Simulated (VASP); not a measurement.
Here is a VASP 6.6.1 calculation.

The input INCAR:

```
SYSTEM = LaS
PREC = Accurate
ENCUT = 520
EDIFF = 1E-6
ISMEAR = -1
SIGMA = 0.01
LREAL = .FALSE.
LASPH = .TRUE.
NELM = 80
ALGO = Normal
ISIF = 2
LWAVE = .FALSE.
LCHARG = .FALSE.
NBANDS = 16
```

Contents of KPOINTS:

```
Automatic mesh
0
G
  9 9 9
  0 0 0
```

The input POSCAR:

```
LaS
1.0
    0.0000000000      2.9559820829      2.9559820829
    2.9559820829      0.0000000000      2.9559820829
    2.9559820829      2.9559820829      0.0000000000
La S
1 1
Direct
    0.0000000000      0.0000000000      0.0000000000
    0.5000000000      0.5000000000      0.5000000000
```

Potentials or basis: VASP PAW LDA potentials, release 64 (La, S).

Command:

```bash
$ cat potpaw_LDA.64/La/POTCAR potpaw_LDA.64/S/POTCAR > POTCAR
$ mpirun -np 1 vasp_std > vasp.out
```

Task: Estimate the pressure.

Result: -6.0 GPa.

Task: Estimate the band gap on the k mesh.

Result: Zero (an odd number of electrons rules out a gap without spin polarisation).

Caveat: the cell stands under tension; spin-orbit coupling is left out, which moves the levels of the heavy elements.
